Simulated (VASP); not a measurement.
Here is a VASP 6.6.1 calculation.

Contents of INCAR:

```
PREC = Accurate ; ENCUT = 520
EDIFF = 1E-6 ; ISMEAR = 0
SIGMA = 0.02 ; LREAL = F
LASPH = T ; NELM = 60
ALGO = Normal ; ISIF = 2
LWAVE = F ; LCHARG = F
GGA = CA ; NBANDS = 12
```

Contents of KPOINTS:

```
regular mesh
0
Gamma
  8 8 8
```

Contents of POSCAR:

```
CsH
1.0
    0.0000000000      3.0511182310      3.0511182310
    3.0511182310      0.0000000000      3.0511182310
    3.0511182310      3.0511182310      0.0000000000
Cs H
1 1
Direct
    0.0000000000      0.0000000000      0.0000000000
    0.5000000000      0.5000000000      0.5000000000
```

Potentials or basis: VASP PAW LDA potentials, release 64 (Cs_sv, H).

Command:

```sh
$ cat potpaw_LDA.64/Cs_sv/POTCAR potpaw_LDA.64/H/POTCAR > POTCAR
$ mpirun -np 1 vasp_std > vasp.out
```

Task: What does it give for the pressure?

Result: 0.0 GPa.

Task: What does it give for the band gap on the k mesh?

Result: 1.73 eV, direct.

Caveat: spin-orbit coupling is left out, which moves the levels of the heavy elements. A hybrid or GW would open this gap; LDA tends to underestimate it.
